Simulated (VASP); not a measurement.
# Al2Cu (I4/mcm) in VASP: notebook

Al2Cu is run at these levels: PBE; tasks: single point.

All numbers are computed with VASP 6.6.1; they aren't measurements. Logs are shortened: lines on timing, memory, paths and dates and some standing lists are left out, and cuts for length are marked.

## (1) The cell of the first run

The structure is tetragonal, space group I4/mcm (No. 140). Conventional cell: a = 6.173 Å, b = 6.173 Å, c = 5.029 Å, α = 90.00°, β = 90.00°, γ = 90.00°. Within 3.5 Å of Al (site symmetry m2m) lie 4 Cu at 2.64 Å and 11 Al at 2.77 to 3.29 Å. Cu (site symmetry 422) has 2 Cu at 2.51 Å and 8 Al at 2.64 Å within 3.3 Å.

## (2) Single point, PBE

Input file INCAR:

```
SYSTEM = Al2Cu
PREC     = Accurate       ! precision mode
ENCUT    = 520            ! plane-wave cutoff, eV
EDIFF    = 1E-6           ! SCF threshold, eV
ISMEAR   = 0              ! smearing method
SIGMA    = 0.15           ! smearing width, eV
LREAL    = .FALSE.        ! projectors in reciprocal space
LASPH    = .TRUE.         ! aspherical terms in the spheres
NELM     = 60             ! most SCF steps
ALGO     = Fast           ! electronic algorithm
ISIF     = 2              ! what is computed and relaxed
LWAVE    = .FALSE.        ! write WAVECAR
LCHARG   = .FALSE.        ! write CHGCAR
GGA      = PE             ! functional
NBANDS   = 26             ! bands
```

Input file KPOINTS:

```
Automatic mesh
0
G
  10 10 10
  0 0 0
```

Input file POSCAR:

```
Al2Cu
1.0
   -3.0867000000      3.0867000000      2.5145000000
    3.0867000000     -3.0867000000      2.5145000000
    3.0867000000      3.0867000000     -2.5145000000
Al Cu
4 2
Direct
    0.1587211657      0.6587211657      0.8174423314
    0.6587211657      0.8412788343      0.5000000000
    0.8412788343      0.3412788343      0.1825576686
    0.3412788343      0.1587211657      0.5000000000
    0.7500000000      0.7500000000      0.0000000000
    0.2500000000      0.2500000000      0.0000000000
```

Potentials or basis: VASP PAW PBE potentials, release 64 (Al, Cu).

Command:

```bash
$ cat potpaw_PBE.64/Al/POTCAR potpaw_PBE.64/Cu/POTCAR > POTCAR
$ mpirun -np 1 vasp_std > vasp.out
```

OUTCAR:

```text
SYSTEM = Al2Cu
   PREC = Accurate
   ENCUT = 520
   EDIFF = 1E-6
   ISMEAR = 0
   LREAL = .FALSE.
   LASPH = .TRUE.
   NELM = 60
   ISIF = 2
   GGA = PE

 ion  position               nearest neighbor table
   1  0.159  0.659  0.817-   5 2.64   6 2.64   5 2.64   6 2.64   3 2.77   3 2.98   3 2.98   4 3.19
                             2 3.19   2 3.19   4 3.19   4 3.29   2 3.29   2 3.29   4 3.29
   2  0.659  0.841  0.500-   6 2.64   5 2.64   5 2.64   6 2.64   4 2.77   4 2.98   4 2.98   3 3.19
                             1 3.19   1 3.19   3 3.19   1 3.29   3 3.29   1 3.29   3 3.29
   3  0.841  0.341  0.183-   5 2.64   6 2.64   5 2.64   6 2.64   1 2.77   1 2.98   1 2.98   2 3.19
                             4 3.19   4 3.19   2 3.19   2 3.29   4 3.29   4 3.29   2 3.29
   4  0.341  0.159  0.500-   5 2.64   6 2.64   6 2.64   5 2.64   2 2.77   2 2.98   2 2.98   1 3.19
                             1 3.19   3 3.19   3 3.19   1 3.29   3 3.29   3 3.29   1 3.29
   5  0.750  0.750  0.000-   6 2.51   6 2.51   1 2.64   2 2.64   3 2.64   4 2.64   2 2.64   4 2.64
                             1 2.64   3 2.64
   6  0.250  0.250  0.000-   5 2.51   5 2.51   1 2.64   3 2.64   4 2.64   3 2.64   4 2.64   1 2.64
                             2 2.64   2 2.64

  LATTYP: Found a body centered tetragonal cell.
 ALAT       =     6.1734000000
 C/A-ratio  =     0.8146240321

  Lattice vectors:

 A1 = (  -3.0867000000,   3.0867000000,   2.5145000000)
 A2 = (   3.0867000000,  -3.0867000000,   2.5145000000)
 A3 = (   3.0867000000,   3.0867000000,  -2.5145000000)

Analysis of symmetry for initial positions (statically):
=====================================================================
 Subroutine PRICEL returns:
 Original cell was already a primitive cell.

 Routine SETGRP: Setting up the symmetry group for a
 body centered tetragonal supercell.

 Subroutine GETGRP returns: Found 16 space group operations
 (whereof  8 operations were pure point group operations)
 out of a pool of 16 trial point group operations.

The static configuration has the point symmetry C_4h.
 The point group associated with its full space group is D_4h.

Analysis of symmetry for dynamics (positions and initial velocities):
=====================================================================
 Subroutine PRICEL returns:
 Original cell was already a primitive cell.

 Routine SETGRP: Setting up the symmetry group for a
 body centered tetragonal supercell.

 Subroutine GETGRP returns: Found 16 space group operations
 (whereof  8 operations were pure point group operations)
 out of a pool of 16 trial point group operations.

The dynamic configuration has the point symmetry C_4h.
 The point group associated with its full space group is D_4h.

[... 114 lines left out ...]
   POTIM  = 0.5000    time-step for ionic-motion
   TEBEG  =    0.0;   TEEND  =   0.0 temperature during run
   PSTRESS=    0.0 pullay stress
   NELECT =      34.0000    total number of electrons
   NUPDOWN=      -1.0000    fix difference up-down
   EMIN   =  10.00;   EMAX   =-10.00  energy-range for DOS
   EFERMI =   0.00;   METHOD = LEGACY
   ISMEAR =     0;   SIGMA  =   0.15  broadening in eV -4-tet -1-fermi 0-gaus
   EFERMI_NEDOS =   21; number of points for ismear=-14 and -15
   IALGO  =     68    algorithm
   IMIX   =      4    mixing-type and parameters
     AMIX     =   0.40;   BMIX     =  1.00
     AMIX_MAG =   1.60;   BMIX_MAG =  1.00
  volume/ion in A,a.u.               =      15.97       107.78
  Fermi-wavevector in a.u.,A,eV,Ry     =   1.158958  2.190113 18.275119  1.343183
  Thomas-Fermi vector in A             =   2.295555
   LORBIT       =      0    0 simple, 1 ext, 2 COOP (PROOUT), +10 PAW based schemes
   GGA     = PE    functional components
   LHFCALC =     F    Hartree Fock is set to
   AEXX    =    0.0000 exact exchange contribution
   IVDW    =     0    specifies the selected vdW correction
   LEPSILON=     F    determine dielectric tensor
   LRPA    =     F    only Hartree local field effects (RPA)
 non-spin polarized calculation
 RMM-DIIS sequential band-by-band and
 Gauss-broadening in eV      SIGMA  =   0.15
  energy-cutoff  :      520.00
  volume of cell :       95.83
 maximum number of plane-waves:      2605
 NGX is ok and might be reduce to    40
   NGX = 19   NGY = 19   NGZ = 19

 number of electron      34.0000029 magnetization

 Free energy of the ion-electron system (eV)
  ---------------------------------------------------
  ext. energy  EPLUGINS =         0.00000000
  ---------------------------------------------------
  free energy    TOTEN  =       -23.27684779 eV

  energy without entropy =      -23.25318986  energy(sigma->0) =      -23.26501882

 E-fermi :   7.1829     XC(G=0): -10.5693

 val. band max:        7.1713294891   @ k =   0.5000   0.5000   0.2000
 cond. band min:       7.1891671490   @ k =   0.3000   0.1000   0.1000
 fundamental gap:      0.0178376599
 Fermi energy:         7.1828663288

 k-point     1 :       0.0000    0.0000    0.0000
  band No.  band energies     occupation
      1      -3.0332      2.00000
      2       2.2514      2.00000
      3       2.4609      2.00000
      4       2.4609      2.00000
      5       2.5388      2.00000
      6       3.3174      2.00000
[... 685 lines left out ...]
     25      13.9172      0.00000
     26      14.0208      0.00000

 [... further k-points ...]

------------------------ aborting loop because EDIFF is reached ----------------------------------------

  FORCE on cell =-STRESS in cart. coord.  units (eV):
  Direction    XX          YY          ZZ          XY          YZ          ZX
  --------------------------------------------------------------------------------------
  -------------------------------------------------------------------------------------
  Total       -3.2429440     -3.2429440     -3.7971513      0.0000000     -0.0000000      0.0000000
  in kB      -54.2187562    -54.2187562    -63.4845448      0.0000000     -0.0000000      0.0000000
  external PRESSURE =     -57.3073524 kB  Pullay stress =       0.0000000 kB

 VOLUME and BASIS-vectors are now :
 -----------------------------------------------------------------------------
  energy-cutoff  :      520.00
  volume of cell :       95.83
      direct lattice vectors                 reciprocal lattice vectors
    -3.086700000  3.086700000  2.514500000     0.000000000  0.161985292  0.198846689
     3.086700000 -3.086700000  2.514500000     0.161985292  0.000000000  0.198846689
     3.086700000  3.086700000 -2.514500000     0.161985292  0.161985292  0.000000000

 POSITION                                       TOTAL-FORCE (eV/Angst)
 -----------------------------------------------------------------------------------
      4.06655      0.97985      0.00000         0.031470      0.031470     -0.000000
      2.10685      0.97985      2.51450        -0.031470      0.031470      0.000000
     -0.97985      2.10685      2.51450        -0.031470     -0.031470      0.000000
      0.97985      2.10685      0.00000         0.031470     -0.031470      0.000000
      0.00000      0.00000      3.77175        -0.000000     -0.000000      0.000000
      0.00000      0.00000      1.25725        -0.000000     -0.000000      0.000000
 -----------------------------------------------------------------------------------
    total drift:                               -0.000000     -0.000000      0.000000

  FREE ENERGIE OF THE ION-ELECTRON SYSTEM (eV)
  ---------------------------------------------------
  free  energy   TOTEN  =       -23.2768477852 eV

  energy  without entropy=      -23.2531898647  energy(sigma->0) =      -23.26501882
```

stdout:

```text
POSCAR found type information on POSCAR AlCu
 POSCAR found :  2 types and       6 ions
 scaLAPACK will be used
 LDA part: xc-table for (Slater+PW92), standard interpolation
 POSCAR, INCAR and KPOINTS ok, starting setup
 FFT: planning ... GRIDC
 FFT: planning ... GRID_SOFT
 FFT: planning ... GRID
 WAVECAR not read
 entering main loop
```

Run time: 3.5 min. Hardware: 1 thread of Intel Xeon 6975P-C (Granite Rapids), shared host; peak memory 0.38 GiB.

What came out:

```yaml
Free_energy: -23.2768 eV
Pressure: -5.7 GPa
Largest_force: 0.045 eV/Å
Band_gap_on_the_k_mesh: zero (bands 17 and 18 overlap by 4.04 eV)
```

Forces on the atoms (eV/Å):
```
Al   0.031  0.031  0.000
Al  -0.031  0.031  0.000
Al  -0.031 -0.031  0.000
Al   0.031 -0.031  0.000
Cu   0.000  0.000  0.000
Cu   0.000  0.000  0.000
```

Levels at points of the mesh, in eV from the Fermi level:
| k point | band 14 | band 15 | band 16 | band 17 | band 18 | band 19 | band 20 | band 21 |
| --- | --- | --- | --- | --- | --- | --- | --- | --- |
| (0.00, 0.00, 0.00) | -1.76 | -1.23 | -1.05 | -1.05 | -0.72 | -0.59 | 0.18 | 1.17 |
| (0.50, 0.00, 0.00) | -2.86 | -2.44 | -2.44 | 0.29 | 0.29 | 3.93 | 3.93 | 4.10 |
| (0.50, 0.50, 0.00) | -2.57 | -1.19 | -1.19 | -1.01 | -0.70 | 0.80 | 1.22 | 4.62 |
| (0.50, 0.50, 0.50) | -3.03 | -3.03 | -1.76 | 2.44 | 2.97 | 2.97 | 3.24 | 3.62 |

Caveat: the cell stands under tension.

## (3) Single point, PBE

Input file INCAR:

```
  ALGO = Fast
  EDIFF = 1E-6
  ENCUT = 520
  GGA = PE
  ISIF = 2
  ISMEAR = 0
  LASPH = T
  LCHARG = F
  LREAL = F
  LWAVE = F
  NBANDS = 26
  NELM = 100
  PREC = Accurate
  SIGMA = 0.15
```

Input file KPOINTS:

```
k-points
0
Gamma
  10 10 10
```

Edit POSCAR of step 2 so:

```diff
@@ -2,5 +2,5 @@
 1.0
-   -3.0867000000      3.0867000000      2.5145000000
-    3.0867000000     -3.0867000000      2.5145000000
-    3.0867000000      3.0867000000     -2.5145000000
+   -3.1472000000      3.1472000000      2.4168500000
+    3.1472000000     -3.1472000000      2.4168500000
+    3.1472000000      3.1472000000     -2.4168500000
 Al Cu
```

Potentials or basis: VASP PAW PBE potentials, release 64 (Al, Cu).

Command:

```bash
$ cat potpaw_PBE.64/Al/POTCAR potpaw_PBE.64/Cu/POTCAR > POTCAR
$ mpirun -np 1 vasp_std > vasp.out
```

Wall time 3.3 min (1 thread of Intel Xeon 6975P-C (Granite Rapids), shared host); peak memory 0.38 GiB.

It converged, with:

| Quantity | Value |
| --- | --- |
| Free energy | -23.2259 eV |
| Pressure | -5.5 GPa |
| Largest force | 0.078 eV/Å |
| Band gap on the k mesh | zero (bands 17 and 18 overlap by 4.52 eV) |

Forces in eV/Å, atoms in the order of the input:
```
Al  -0.055 -0.055  0.000
Al   0.055 -0.055  0.000
Al   0.055  0.055  0.000
Al  -0.055  0.055  0.000
Cu   0.000  0.000  0.000
Cu   0.000  0.000  0.000
```

Stress tensor (GPa, compression positive):
```
-7.49  0.00  0.00
 0.00 -7.49  0.00
 0.00  0.00 -1.65
```

Levels at points of the mesh, in eV from the Fermi level:
```tsv
k point	band 13	band 14	band 15	band 16	band 17	band 18	band 19	band 20	band 21	band 22
(0.00, 0.00, 0.00)	-2.98	-2.15	-1.05	-0.99	-0.99	-0.98	-0.29	0.13	1.41	1.41
(0.50, 0.00, 0.00)	-3.01	-3.01	-2.56	-2.56	0.01	0.01	3.46	3.46	3.82	3.82
(0.50, 0.50, 0.00)	-2.46	-2.37	-1.60	-1.48	-0.91	-0.49	0.33	0.71	4.42	4.72
(0.50, 0.50, 0.50)	-3.27	-2.99	-2.99	-1.65	2.62	2.95	2.95	3.00	3.79	4.53
```

Caveat: the cell stands under tension.

## (4) Single point, PBE

This run uses another cell than the first one, of 16.10 Å³/atom.

Input file INCAR:

```
SYSTEM = Al2Cu
ALGO     = Fast           ! electronic algorithm
EDIFF    = 1E-6           ! SCF threshold, eV
ENCUT    = 520            ! plane-wave cutoff, eV
GGA      = PE             ! functional
ISIF     = 2              ! what is computed and relaxed
ISMEAR   = 0              ! smearing method
LASPH    = .True.         ! aspherical terms in the spheres
LCHARG   = .False.        ! write CHGCAR
LREAL    = .False.        ! projectors in reciprocal space
LWAVE    = .False.        ! write WAVECAR
NBANDS   = 26             ! bands
NELM     = 100            ! most SCF steps
PREC     = Accurate       ! precision mode
SIGMA    = 0.15           ! smearing width, eV
```

Input file KPOINTS:

```
k-points
0
Gamma
  10 10 10
  0 0 0
```

Edit POSCAR of step 3 so:

```diff
@@ -2,5 +2,5 @@
 1.0
-   -3.1472000000      3.1472000000      2.4168500000
-    3.1472000000     -3.1472000000      2.4168500000
-    3.1472000000      3.1472000000     -2.4168500000
+   -3.1774500000      3.1774500000      2.3924500000
+    3.1774500000     -3.1774500000      2.3924500000
+    3.1774500000      3.1774500000     -2.3924500000
 Al Cu
```

Potentials or basis: VASP PAW PBE potentials, release 64 (Al, Cu).

Command:

```bash
$ cat potpaw_PBE.64/Al/POTCAR potpaw_PBE.64/Cu/POTCAR > POTCAR
$ mpirun -np 1 vasp_std > vasp.out
```

OUTCAR:

```text
SYSTEM = Al2Cu
   EDIFF = 1E-6
   ENCUT = 520
   GGA = PE
   ISIF = 2
   ISMEAR = 0
   LASPH = .True.
   LREAL = .False.
   NELM = 100
   PREC = Accurate

 ion  position               nearest neighbor table
   1  0.159  0.659  0.817-   5 2.67   6 2.67   5 2.67   6 2.67   3 2.85   3 2.90   3 2.90   4 3.13
                             2 3.13   2 3.13   4 3.13
   2  0.659  0.841  0.500-   6 2.67   5 2.67   5 2.67   6 2.67   4 2.85   4 2.90   4 2.90   3 3.13
[... 916 lines left out ...]
  -------------------------------------------------------------------------------------
  Total       -5.3233992     -5.3233992     -0.3052129      0.0000000      0.0000000      0.0000000
  in kB      -88.2753207    -88.2753207     -5.0611966      0.0000000      0.0000000      0.0000000
  external PRESSURE =     -60.5372793 kB  Pullay stress =       0.0000000 kB

 VOLUME and BASIS-vectors are now :
 -----------------------------------------------------------------------------
  energy-cutoff  :      520.00
  volume of cell :       96.62
      direct lattice vectors                 reciprocal lattice vectors
    -3.177450000  3.177450000  2.392450000     0.000000000  0.157358888  0.208990784
     3.177450000 -3.177450000  2.392450000     0.157358888  0.000000000  0.208990784
     3.177450000  3.177450000 -2.392450000     0.157358888  0.157358888  0.000000000

 POSITION                                       TOTAL-FORCE (eV/Angst)
 -----------------------------------------------------------------------------------
      4.18611      1.00866      0.00000        -0.075130     -0.075130     -0.000000
      2.16879      1.00866      2.39245         0.075130     -0.075130      0.000000
     -1.00866      2.16879      2.39245         0.075130      0.075130      0.000000
      1.00866      2.16879      0.00000        -0.075130      0.075130     -0.000000
      0.00000      0.00000      3.58868         0.000000      0.000000      0.000000
      0.00000      0.00000      1.19623         0.000000      0.000000      0.000000
 -----------------------------------------------------------------------------------
    total drift:                               -0.000000     -0.000000      0.000000

  FREE ENERGIE OF THE ION-ELECTRON SYSTEM (eV)
  ---------------------------------------------------
  free  energy   TOTEN  =       -23.1393230921 eV

  energy  without entropy=      -23.1147761795  energy(sigma->0) =      -23.12704964
```

It took 2.4 min on 1 thread of Intel Xeon 6975P-C (Granite Rapids), shared host; peak memory 0.38 GiB.

Results:

- Free energy: -23.1393 eV
- Pressure: -6.1 GPa
- Largest force: 0.106 eV/Å
- Band gap on the k mesh: zero (bands 17 and 18 overlap by 4.57 eV)

Forces on the atoms (eV/Å):
```
Al  -0.075 -0.075  0.000
Al   0.075 -0.075  0.000
Al   0.075  0.075  0.000
Al  -0.075  0.075  0.000
Cu   0.000  0.000  0.000
Cu   0.000  0.000  0.000
```

Caveat: the cell stands under tension.

## (5) Overview

| cell | gap on the mesh (eV) | pressure (GPa) | largest force (eV/Å) |
| --- | --- | --- | --- |
| a = 5.038 Å, angles 104.4, 104.4, 120.1°, 6 atoms | none | -5.7 | 0.04 |
| a = 5.065 Å, angles 103.2, 103.2, 123.0°, 6 atoms | none | -5.5 | 0.08 |
| a = 5.091 Å, angles 102.8, 102.8, 123.9°, 6 atoms | none | -6.1 | 0.11 |

Alike in all rows: task single point; level PBE; potentials or basis VASP PAW PBE potentials, release 64 (Al, Cu); no spin polarisation; k mesh 10 × 10 × 10; cutoff (eV) 520; smearing gaussian 0.15 eV.

Caveats: the cell stands under tension.

Absolute energies hang on the potentials; compare differences alone.
